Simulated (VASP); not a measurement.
PbS:

```
Pb S
1.0
     4.19420    0.00000    0.00000
     2.09710    3.63229    0.00000
     2.09710    1.21076    3.42455
Pb S
1 1
Direct
  0.00000 0.00000 0.00000
  0.50000 0.50000 0.50000
```

Base run:

| Property | Result |
| --- | --- |
| Program | VASP 6.6.1 |
| Functional | PBEsol |
| Potentials or basis | VASP PAW PBE potentials, release 64 (Pb_d, S) |
| Cutoff | 520 eV |
| k mesh | 6 × 6 × 6 |
| Occupations | gaussian, width 0.01 eV |
| Spin | non-collinear spin, zero start, spin-orbit coupling |
| Starting moments | [[0.0, 0.0, 0.0], [0.0, 0.0, 0.0]] μB |

Its results: pressure -1.6 GPa.

Problem. The run is repeated on the same cell with these changes: spin from non-collinear spin, zero start, spin-orbit coupling to no spin polarisation; further incar settings from ALGO = Normal; EDIFF = 1e-06; NBANDS = 32 to ALGO = Normal; EDIFF = 1e-07; NBANDS = 17. What comes out?

Solution. Pressure -0.9 GPa.

Caveats: the PAW data sets were made with another functional, which shifts forces and pressure a little.
